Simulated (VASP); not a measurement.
# GeSb4Te4 in VASP: notebook, part 2 of 2

VASP 6.6.1.

## Step 5: Single point, PBE

Contents of INCAR:

```
  PREC = Accurate
  ENCUT = 520
  EDIFF = 1E-7
  ISMEAR = -1
  SIGMA = 0.0758
  LREAL = Auto
  LASPH = True
  NELM = 100
  ALGO = Normal
  ISIF = 2
  LWAVE = False
  LCHARG = False
  GGA = PE
  NBANDS = 73
  ISYM = 0
```

Contents of KPOINTS:

```
Automatic mesh
0
Gamma
  1 1 1
  0.25 0.25 0.25
```

Contents of POSCAR:

```
GeSb4Te4
1.0
    8.0204470000      0.0365690000     -0.2582360000
    0.0365690000      8.8728170000     -0.1270320000
   -0.2582360000     -0.1270320000      8.3859190000
Ge Sb Te
2 8 8
Direct
    0.7172098320      0.5500354074      0.6944798174
    0.6877124818      0.0410628900      0.3008648690
    0.1158113856      0.3989825088      0.6005958578
    0.7784387145      0.6696751510      0.1870142168
    0.2451868323      0.9953640324      0.8531090213
    0.6664943239      0.0299063085      0.8685467730
    0.1059457715      0.6655591152      0.3974475925
    0.3424728408      0.2129724676      0.3974637884
    0.4752100952      0.7531185215      0.9558046657
    0.1217950593      0.9912859051      0.4845263709
    0.3932777169      0.4508216744      0.1366741371
    0.9943278618      0.1026959673      0.1479398887
    0.7237298974      0.4291573971      0.4014589023
    0.1438197907      0.7690498680      0.0772332037
    0.9584438090      0.4335303405      0.8844992328
    0.7837021383      0.9231456260      0.5889650425
    0.3973559359      0.7363614024      0.6115693544
    0.4168580519      0.2647685723      0.7523708299
```

Potentials or basis: VASP PAW PBE potentials, release 64 (Ge_d, Sb, Te).

Command:

```
cat potpaw_PBE.64/Ge_d/POTCAR potpaw_PBE.64/Sb/POTCAR potpaw_PBE.64/Te/POTCAR > POTCAR
mpirun -np 1 vasp_std > vasp.out
```

OUTCAR:

```text
PREC = Accurate
   ENCUT = 520
   EDIFF = 1E-7
   ISMEAR = -1
   LREAL = Auto
   LASPH = True
   NELM = 100
   ISIF = 2
   GGA = PE
   ISYM = 0

 ion  position               nearest neighbor table
   1  0.717  0.550  0.694-  15 2.65  13 2.66  17 3.09
   2  0.688  0.041  0.301-  16 2.73  12 2.91   8 3.29
   3  0.116  0.399  0.601-  15 2.77  18 2.92   7 2.95   8 3.02  13 3.48  10 3.72
   4  0.778  0.670  0.187-  13 2.89   7 3.07   9 3.11  14 3.26  15 3.61  11 3.66
   5  0.245  0.995  0.853-   9 2.93  18 2.94  14 2.95  10 3.19  17 3.30   6 3.39  12 3.40
   6  0.666  0.030  0.869-  16 2.72  18 3.02   9 3.04   5 3.39  12 3.46
   7  0.106  0.666  0.397-  14 2.90  17 2.92   3 2.95  10 2.96   4 3.07  13 3.73
   8  0.342  0.213  0.397-  10 2.80   3 3.02  18 3.02  11 3.13   2 3.29  12 3.51  13 3.62
   9  0.475  0.753  0.956-  14 2.91  17 2.92   5 2.93   6 3.04   4 3.11  11 3.21
  10  0.122  0.991  0.485-   8 2.80   7 2.96  16 2.98  12 3.13   5 3.19  17 3.30   3 3.72
  11  0.393  0.451  0.137-   8 3.13   9 3.21  13 3.36  14 3.48  18 3.59   4 3.66
  12  0.994  0.103  0.148-   2 2.91  10 3.13  14 3.24   5 3.40   6 3.46   8 3.51
  13  0.724  0.429  0.401-   1 2.66   4 2.89  11 3.36   3 3.48   8 3.62   7 3.73
  14  0.144  0.769  0.077-   7 2.90   9 2.91   5 2.95  12 3.24   4 3.26  11 3.48  15 3.63
[... 170 lines left out ...]
      4     -19.2344      2.00000
      5     -19.2270      2.00000
      6     -19.2197      2.00000
[... 62 lines left out ...]
     69       7.6021      0.00000
     70       7.7225      0.00000
 [bands above 70 left out]

------------------------ aborting loop because EDIFF is reached ----------------------------------------

  FORCE on cell =-STRESS in cart. coord.  units (eV):
  Direction    XX          YY          ZZ          XY          YZ          ZX
  --------------------------------------------------------------------------------------
  -------------------------------------------------------------------------------------
  Total       13.0479352      6.7608478      9.5765352     -1.8657627     -4.0257411     -0.5930829
  in kB       35.0730178     18.1732461     25.7418498     -5.0151942    -10.8212440     -1.5942145
  external PRESSURE =      26.3293712 kB  Pullay stress =       0.0000000 kB

 VOLUME and BASIS-vectors are now :
 -----------------------------------------------------------------------------
  energy-cutoff  :      520.00
  volume of cell :      596.05
      direct lattice vectors                 reciprocal lattice vectors
     8.020447000  0.036569000 -0.258236000     0.124806945 -0.000459462  0.003836345
     0.036569000  8.872817000 -0.127032000    -0.000459462  0.112729918  0.001693512
    -0.258236000 -0.127032000  8.385919000     0.003836345  0.001693512  0.119391305

 POSITION                                       TOTAL-FORCE (eV/Angst)
 -----------------------------------------------------------------------------------
      5.59312      4.81837      5.56877        -0.819408      0.408446      0.375682
      5.43957      0.35127      2.34022        -0.280282      0.101690     -0.588243
      0.78835      3.46804      4.95596        -0.579090     -0.061448     -0.372026
      6.21962      5.94661      1.28220        -0.285276      0.744059     -0.142193
      1.78260      8.73228      6.96434        -0.536275      0.542475     -0.541167
      5.12239      0.17939      7.10765        -0.014757      0.643978      1.272736
[... 10 lines left out ...]
      3.05597      6.47044      4.93242         0.063430     -0.552205     -0.296477
      3.15878      2.26891      6.16804         0.801207      0.587816     -0.180330
 -----------------------------------------------------------------------------------
    total drift:                               -0.006249      0.014524     -0.012330

  FREE ENERGIE OF THE ION-ELECTRON SYSTEM (eV)
  ---------------------------------------------------
  free  energy   TOTEN  =       -62.1888031423 eV

  energy  without entropy=      -61.9289432738  energy(sigma->0) =      -62.05887321
```

OSZICAR:

```text
N       E                     dE             d eps       ncg     rms          rms(c)
DAV:   1     0.101497590222E+04    0.10150E+04   -0.40921E+04   146   0.166E+03
DAV:   2     0.119398796174E+03   -0.89558E+03   -0.86203E+03   154   0.337E+02
DAV:   3    -0.472608995242E+02   -0.16666E+03   -0.15937E+03   171   0.158E+02
DAV:   4    -0.616617783420E+02   -0.14401E+02   -0.13616E+02   172   0.469E+01
DAV:   5    -0.624840230659E+02   -0.82224E+00   -0.80689E+00   212   0.106E+01    0.184E+01
DAV:   6    -0.622110479055E+02    0.27298E+00   -0.85604E-01   188   0.302E+00    0.117E+01
DAV:   7    -0.622075602722E+02    0.34876E-02   -0.57950E-01   180   0.251E+00    0.188E+00
DAV:   8    -0.621879423674E+02    0.19618E-01   -0.11985E-01   164   0.125E+00    0.908E-01
DAV:   9    -0.621887335421E+02   -0.79117E-03   -0.21909E-02   188   0.416E-01    0.719E-01
DAV:  10    -0.621888290224E+02   -0.95480E-04   -0.35875E-03   180   0.190E-01    0.302E-01
DAV:  11    -0.621887580230E+02    0.70999E-04   -0.19968E-03   180   0.128E-01    0.650E-02
DAV:  12    -0.621887835592E+02   -0.25536E-04   -0.29223E-04   164   0.547E-02    0.355E-02
DAV:  13    -0.621888012076E+02   -0.17648E-04   -0.61482E-05   164   0.243E-02    0.173E-02
DAV:  14    -0.621888031208E+02   -0.19132E-05   -0.85365E-06   180   0.101E-02    0.541E-03
DAV:  15    -0.621888031237E+02   -0.29595E-08   -0.16702E-06   164   0.387E-03    0.352E-03
DAV:  16    -0.621888031423E+02   -0.18603E-07   -0.18380E-07   108   0.146E-03
   1 F= -.62188803E+02 E0= -.62058873E+02  d E =-.259860E+00
```

stdout:

```text
POSCAR found type information on POSCAR GeSbTe
 POSCAR found :  3 types and      18 ions
 scaLAPACK will be used
 LDA part: xc-table for (Slater+PW92), standard interpolation
 POSCAR, INCAR and KPOINTS ok, starting setup
 FFT: planning ... GRIDC
 FFT: planning ... GRID_SOFT
 FFT: planning ... GRID
 WAVECAR not read
 entering main loop
```

Run time: 56 s. Hardware: 1 thread of AMD EPYC 9R45 (Zen 5), shared host; peak memory 0.52 GiB.

What came out:

```
Free energy            : -62.1888 eV
Pressure               : 2.6 GPa
Largest force          : 1.601 eV/Å
Band gap on the k mesh : 0.09 eV
```

Forces in eV/Å, atoms in the order of the input:
```
Ge  -0.819  0.408  0.376
Ge  -0.280  0.102 -0.588
Sb  -0.579 -0.061 -0.372
Sb  -0.285  0.744 -0.142
Sb  -0.536  0.542 -0.541
Sb  -0.015  0.644  1.273
Sb   0.318 -0.014 -0.059
Sb   1.090  0.160 -0.723
Sb   1.435 -0.611  0.361
Sb  -0.188  0.001  0.109
Te  -0.227 -0.423 -0.093
Te  -0.269 -0.203  0.334
Te  -0.204 -0.425 -0.105
Te  -0.408  0.082  0.000
Te   0.179 -0.320  0.865
Te  -0.075 -0.661 -0.217
Te   0.063 -0.552 -0.296
Te   0.801  0.588 -0.180
```

Stress tensor (GPa, compression positive):
```
 3.51 -0.50 -0.16
-0.50  1.82 -1.08
-0.16 -1.08  2.57
```

Caveat: the k points lie up to 0.78 Å⁻¹ apart; spin-orbit coupling is left out, which moves the levels of the heavy elements.

## Step 6: Single point, PBE

Contents of INCAR:

```
SYSTEM = GeSb4Te4
PREC     = Accurate       ! precision mode
ENCUT    = 520            ! plane-wave cutoff, eV
EDIFF    = 1E-6           ! SCF threshold, eV
ISMEAR   = -1             ! smearing method
SIGMA    = 0.0758         ! smearing width, eV
LREAL    = Auto         
LASPH    = .TRUE.         ! aspherical terms in the spheres
NELM     = 60             ! most SCF steps
ALGO     = Normal         ! electronic algorithm
ISIF     = 2              ! what is computed and relaxed
LWAVE    = .FALSE.        ! write WAVECAR
LCHARG   = .TRUE.         ! write CHGCAR
GGA      = PE             ! functional
LELF     = .TRUE.         ! ELF
LVHAR    = .TRUE.       
ISYM     = 0            
NBANDS   = 73             ! bands
```

KPOINTS is that of step 5.

Contents of POSCAR:

```
GeSb4Te4
1.0
    8.0204470000      0.0365690000     -0.2582360000
    0.0365690000      8.8728170000     -0.1270320000
   -0.2582360000     -0.1270320000      8.3859190000
Ge Sb Te
2 8 8
Direct
    0.7171912048      0.5653140585      0.6986361976
    0.6750463773      0.0397898057      0.3005497495
    0.1129130419      0.3951573588      0.5825701204
    0.7774374820      0.6688338948      0.1802448429
    0.2456049726      1.0180364624      0.8589942562
    0.6648825484      0.0470433842      0.8728936715
    0.1081465660      0.6542652061      0.3797016110
    0.3574752348      0.2166088607      0.3961544622
    0.4814414261      0.7476767106      0.9557313129
    0.1164098573      1.0003223428      0.4874683578
    0.3852413516      0.4526218229      0.1272238190
    0.9934750812      0.0969023593      0.1474769470
    0.7315975461      0.4197732262      0.4035031171
    0.1389440740      0.7885651772      0.0701126941
    0.9576624774      0.4485797565      0.8937106251
    0.7872829198      0.9311142381      0.5829506696
    0.3994497138      0.7220756894      0.6246373254
    0.4469499329      0.2877389316      0.7451539438
```

Potentials or basis: VASP PAW PBE potentials, release 64 (Ge_d, Sb, Te).

Command:

```
cat potpaw_PBE.64/Ge_d/POTCAR potpaw_PBE.64/Sb/POTCAR potpaw_PBE.64/Te/POTCAR > POTCAR
mpirun -np 1 vasp_std > vasp.out
```

OUTCAR:

```text
SYSTEM = GeSb4Te4
   PREC = Accurate
   ENCUT = 520
   EDIFF = 1E-6
   ISMEAR = -1
   LREAL = Auto
   LASPH = .TRUE.
   NELM = 60
   ISIF = 2
   GGA = PE
   ISYM = 0

 ion  position               nearest neighbor table
   1  0.717  0.565  0.699-  15 2.67  13 2.77  17 2.93   9 3.33
   2  0.675  0.040  0.301-  16 2.68  12 2.99   8 3.12
   3  0.113  0.395  0.583-   7 2.90  15 2.99   8 3.00  18 3.09  13 3.33  10 3.57  17 3.71
   4  0.777  0.669  0.180-  13 2.98   9 3.03   7 3.05  14 3.29  15 3.44  11 3.70
   5  0.246  0.018  0.859-  14 2.91  18 3.11   9 3.14  10 3.22  12 3.31   6 3.37  17 3.50
   6  0.665  0.047  0.873-  16 2.84  18 2.93   9 3.16   5 3.37  12 3.41
   7  0.108  0.654  0.380-   3 2.90  14 2.92   4 3.05  17 3.07  10 3.18  11 3.60  13 3.70
   8  0.357  0.217  0.396-  10 2.89   3 3.00  18 3.02   2 3.12  11 3.14  13 3.51  12 3.63
   9  0.481  0.748  0.956-  17 2.82  14 2.98   4 3.03   5 3.14  11 3.15   6 3.16   1 3.33
  10  0.116  0.000  0.487-  16 2.88   8 2.89  12 3.10   7 3.18   5 3.22  17 3.51   3 3.57
  11  0.385  0.453  0.127-   8 3.14   9 3.15  13 3.52  18 3.55  14 3.59   7 3.60   4 3.70
  12  0.993  0.097  0.147-   2 2.99  14 3.03  10 3.10   5 3.31   6 3.41   8 3.63
  13  0.732  0.420  0.404-   1 2.77   4 2.98   3 3.33   8 3.51  11 3.52   7 3.70
  14  0.139  0.789  0.070-   5 2.91   7 2.92   9 2.98  12 3.03   4 3.29  11 3.59  15 3.60
  15  0.958  0.449  0.894-   1 2.67   3 2.99   4 3.44  14 3.60
  16  0.787  0.931  0.583-   2 2.68   6 2.84  10 2.88  17 3.68
  17  0.399  0.722  0.625-   9 2.82   1 2.93   7 3.07   5 3.50  10 3.51  16 3.68   3 3.71
  18  0.447  0.288  0.745-   6 2.93   8 3.02   3 3.09   5 3.11  11 3.55

IMPORTANT INFORMATION: All symmetrisations will be switched off!
NOSYMM: (Re-)initialisation of all symmetry stuff for point group C_1.

----------------------------------------------------------------------------------------

                                     Primitive cell

  volume of cell :     596.0453

  direct lattice vectors                    reciprocal lattice vectors
     8.020447000  0.036569000 -0.258236000     0.124806945 -0.000459462  0.003836345
     0.036569000  8.872817000 -0.127032000    -0.000459462  0.112729918  0.001693512
    -0.258236000 -0.127032000  8.385919000     0.003836345  0.001693512  0.119391305

  length of vectors
     8.024686486  8.873801662  8.390855763     0.124866737  0.112743574  0.119464929

  position of ions in fractional coordinates (direct lattice)
     0.717191205  0.565314059  0.698636198
     0.675046377  0.039789806  0.300549750
     0.112913042  0.395157359  0.582570120
     0.777437482  0.668833895  0.180244843
     0.245604973  0.018036462  0.858994256
     0.664882548  0.047043384  0.872893672
[... 10 lines left out ...]
     0.399449714  0.722075689  0.624637325
     0.446949933  0.287738932  0.745153944

  ion indices of the primitive-cell ions
   primitive index   ion index
                 1           1
                 2           2
                 3           3
                 4           4
                 5           5
                 6           6
[... 10 lines left out ...]
                17          17
                18          18

----------------------------------------------------------------------------------------

 KPOINTS: Automatic mesh

Automatic generation of k-mesh.
 Grid dimensions read from file:
 generate k-points for:    1    1    1

 Generating k-lattice:

  Cartesian coordinates                     Fractional coordinates (reciprocal lattice)
     0.124806945 -0.000459462  0.003836345     1.000000000  0.000000000  0.000000000
    -0.000459462  0.112729918  0.001693512    -0.000000000  1.000000000  0.000000000
     0.003836345  0.001693512  0.119391305     0.000000000  0.000000000  1.000000000

  Length of vectors
     0.124866737  0.112743574  0.119464929

  Shift w.r.t. Gamma in fractional coordinates (k-lattice)
     0.250000000  0.250000000  0.250000000

 Subroutine IBZKPT returns following result:
 ===========================================

 Found      1 irreducible k-points:

 Following reciprocal coordinates:
            Coordinates               Weight
  0.250000  0.250000  0.250000      2.000000
   k-points           NKPTS =      1   k-points in BZ     NKDIM =      1   number of bands    NBANDS=     73
   number of dos      NEDOS =    301   number of ions     NIONS =     18
   total plane-waves  NPLWV = 268800
   dimension x,y,z NGX =    60 NGY =   70 NGZ =   64
   dimension x,y,z NGXF=   120 NGYF=  140 NGZF=  128
   ions per type =               2   8   8
   NGX,Y,Z   is equivalent  to a cutoff of  12.43, 13.11, 12.68 a.u.
   NGXF,Y,Z  is equivalent  to a cutoff of  24.86, 26.23, 25.36 a.u.
 SYSTEM =  GeSb4Te4
   PREC   = accura    normal or accurate (medium, high low for compatibility)
   ISTART =      0    job   : 0-new  1-cont  2-samecut
   ICHARG =      2    charge: 1-file 2-atom 10-const
   ISPIN  =      1    spin polarized calculation?
   LNONCOLLINEAR =      F non collinear calculations
   LSORBIT =      F    spin-orbit coupling
   LASPH  =      T    aspherical Exc in radial PAW
   ENCUT  =  520.0 eV  38.22 Ry    6.18 a.u.  14.92 16.50 15.60*2*pi/ulx,y,z
   NELM   =     60;   NELMIN=  2; NELMDL= -5     # of ELM steps
   EDIFF  = 0.1E-05   stopping-criterion for ELM
   LREAL  =      T    real-space projection
   EDIFFG = 0.1E-04   stopping-criterion for IOM
   NSW    =      0    number of steps for IOM
   IBRION =     -1    ionic relax: 0-MD 1-quasi-New 2-CG
   NFREE  =      0    steps in history (QN), initial steepest desc. (CG)
   ISIF   =      2    stress and relaxation
   ISYM   =      0    0-nonsym 1-usesym 2-fastsym
   POTIM  = 0.5000    time-step for ionic-motion
   TEBEG  =    0.0;   TEEND  =   0.0 temperature during run
   PSTRESS=    0.0 pullay stress
   NELECT =     116.0000    total number of electrons
   NUPDOWN=      -1.0000    fix difference up-down
   EMIN   =  10.00;   EMAX   =-10.00  energy-range for DOS
   EFERMI =   0.00;   METHOD = LEGACY
   ISMEAR =    -1;   SIGMA  =   0.08  broadening in eV -4-tet -1-fermi 0-gaus
   EFERMI_NEDOS =   21; number of points for ismear=-14 and -15
   IALGO  =     38    algorithm
   IMIX   =      4    mixing-type and parameters
     AMIX     =   0.40;   BMIX     =  1.00
     AMIX_MAG =   1.60;   BMIX_MAG =  1.00
  volume/ion in A,a.u.               =      33.11       223.46
  Fermi-wavevector in a.u.,A,eV,Ry     =   0.948712  1.792806 12.245986  0.900055
  Thomas-Fermi vector in A             =   2.076926
   LORBIT       =      0    0 simple, 1 ext, 2 COOP (PROOUT), +10 PAW based schemes
   GGA     = PE    functional components
[... 5 lines left out ...]
 non-spin polarized calculation
  energy-cutoff  :      520.00
  volume of cell :      596.05
 maximum number of plane-waves:     16039
 NGX is ok and might be reduce to    60
   NGX = 29   NGY = 33   NGZ = 31

 number of electron     115.9999976 magnetization

 Free energy of the ion-electron system (eV)
  ---------------------------------------------------
  ext. energy  EPLUGINS =         0.00000000
  ---------------------------------------------------
  free energy    TOTEN  =       -62.74875597 eV

  energy without entropy =      -62.44986521  energy(sigma->0) =      -62.59931059

 E-fermi :   5.7144     XC(G=0):  -9.0263

 val. band max:        5.6668441150   @ k =   0.2500   0.2500   0.2500
 cond. band min:       5.7617742745   @ k =   0.2500   0.2500   0.2500
 fundamental gap:      0.0949301595
 Fermi energy:         5.7143552535

 k-point     1 :       0.2500    0.2500    0.2500
  band No.  band energies     occupation
      1     -19.3795      2.00000
      2     -19.3624      2.00000
      3     -19.3465      2.00000
      4     -19.3131      2.00000
      5     -19.3010      2.00000
      6     -19.2434      2.00000
[... 62 lines left out ...]
     69       7.5240      0.00000
     70       7.7044      0.00000
 [bands above 70 left out]

------------------------ aborting loop because EDIFF is reached ----------------------------------------

  FORCE on cell =-STRESS in cart. coord.  units (eV):
  Direction    XX          YY          ZZ          XY          YZ          ZX
  --------------------------------------------------------------------------------------
  -------------------------------------------------------------------------------------
  Total        7.7475382      2.6974676      5.3502020     -0.7692295     -6.0705181     -0.3838254
  in kB       20.8254823      7.2508277     14.3814119     -2.0676988    -16.3176309     -1.0317277
  external PRESSURE =      14.1525740 kB  Pullay stress =       0.0000000 kB

 VOLUME and BASIS-vectors are now :
 -----------------------------------------------------------------------------
  energy-cutoff  :      520.00
  volume of cell :      596.05
      direct lattice vectors                 reciprocal lattice vectors
     8.020447000  0.036569000 -0.258236000     0.124806945 -0.000459462  0.003836345
     0.036569000  8.872817000 -0.127032000    -0.000459462  0.112729918  0.001693512
    -0.258236000 -0.127032000  8.385919000     0.003836345  0.001693512  0.119391305

 POSITION                                       TOTAL-FORCE (eV/Angst)
 -----------------------------------------------------------------------------------
      5.59245      4.95341      5.60169        -0.650487     -0.001975     -0.102360
      5.33802      0.33955      2.34101        -0.179768      0.243448     -0.615060
      0.76962      3.43628      4.80603        -0.547054     -0.334905      0.570391
      6.21331      5.93997      1.22579        -0.111344      0.151239      0.063680
      1.74870      0.05990      7.13774         0.076981      0.314550     -0.706184
      5.10896      0.33084      7.14234        -0.121048      0.014150      0.718270
[... 10 lines left out ...]
      3.06887      6.34210      5.04328        -0.579162     -0.291408     -0.890919
      3.40283      2.47474      6.09683        -0.003215      0.460610     -0.325627
 -----------------------------------------------------------------------------------
    total drift:                               -0.007504     -0.006875      0.015875

  FREE ENERGIE OF THE ION-ELECTRON SYSTEM (eV)
  ---------------------------------------------------
  free  energy   TOTEN  =       -62.7487559742 eV

  energy  without entropy=      -62.4498652110  energy(sigma->0) =      -62.59931059
```

It took 55 s on 1 thread of AMD EPYC 9R45 (Zen 5), shared host; peak memory 0.52 GiB.

Results:

```yaml
Free_energy: -62.7488 eV
Pressure: 1.4 GPa
Largest_force: 1.194 eV/Å
Band_gap_on_the_k_mesh: 0.10 eV
```

Forces on the atoms (eV/Å):
```
Ge  -0.650 -0.002 -0.102
Ge  -0.180  0.243 -0.615
Sb  -0.547 -0.335  0.570
Sb  -0.111  0.151  0.064
Sb   0.077  0.315 -0.706
Sb  -0.121  0.014  0.718
Sb   0.593  0.597  0.299
Sb   0.800 -0.110 -0.289
Sb   0.966 -0.260  0.651
Sb   0.628 -0.166  0.227
Te  -0.275 -0.252 -0.079
Te  -0.445 -0.043  0.171
Te  -0.092  0.049  0.063
Te  -0.107  0.317 -0.425
Te   0.439 -0.292  0.298
Te  -0.392 -0.396  0.372
Te  -0.579 -0.291 -0.891
Te  -0.003  0.461 -0.326
```

Levels at points of the mesh, in eV from the valence-band top:
| k point | band 55 | band 56 | band 57 | band 58 | band 59 | band 60 | band 61 | band 62 |
| --- | --- | --- | --- | --- | --- | --- | --- | --- |
| (0.25, 0.25, 0.25) | -0.70 | -0.52 | -0.13 | 0.00 | 0.09 | 0.24 | 0.34 | 0.54 |

Caveat: the k points lie up to 0.78 Å⁻¹ apart; spin-orbit coupling is left out, which moves the levels of the heavy elements.
